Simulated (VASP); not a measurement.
Here is a VASP 6.6.1 calculation.

INCAR

```
SYSTEM = Ru
  PREC = Accurate
  ENCUT = 520
  EDIFF = 1E-6
  ISMEAR = 0
  SIGMA = 0.15
  LREAL = .FALSE.
  LASPH = .TRUE.
  NELM = 60
  ALGO = Fast
  ISIF = 2
  LWAVE = .FALSE.
  LCHARG = .TRUE.
  GGA = PS
  LELF = .TRUE.
  LVHAR = .TRUE.
  NBANDS = 21
```

Contents of KPOINTS:

```
regular mesh
0
G
  21 21 12
  0 0 0
```

Contents of POSCAR:

```
Ru
1.0
    2.8192202751      0.0000000000      0.0000000000
   -1.4096101375      2.4415163771      0.0000000000
    0.0000000000      0.0000000000      4.1803398239
Ru
2
Direct
    0.3333333333      0.6666666667      0.2500000000
    0.6666666667      0.3333333333      0.7500000000
```

Potentials or basis: VASP PAW PBE potentials, release 64 (Ru_pv).

Launch:

```console
$ cat potpaw_PBE.64/Ru_pv/POTCAR > POTCAR
$ mpirun -np 1 vasp_std > vasp.out
```

What does it give for the band gap on the k mesh?

Zero (band 14 reaches 12.87 eV, above the bottom of band 15 at 10.01 eV).

Predict the pressure.

-20.4 GPa.

Stress tensor (GPa, compression positive):
```
-27.32   0.00   0.00
  0.00 -27.32   0.00
  0.00   0.00  -6.42
```

Caveat: the PAW data sets were made with another functional, which shifts forces and pressure a little.
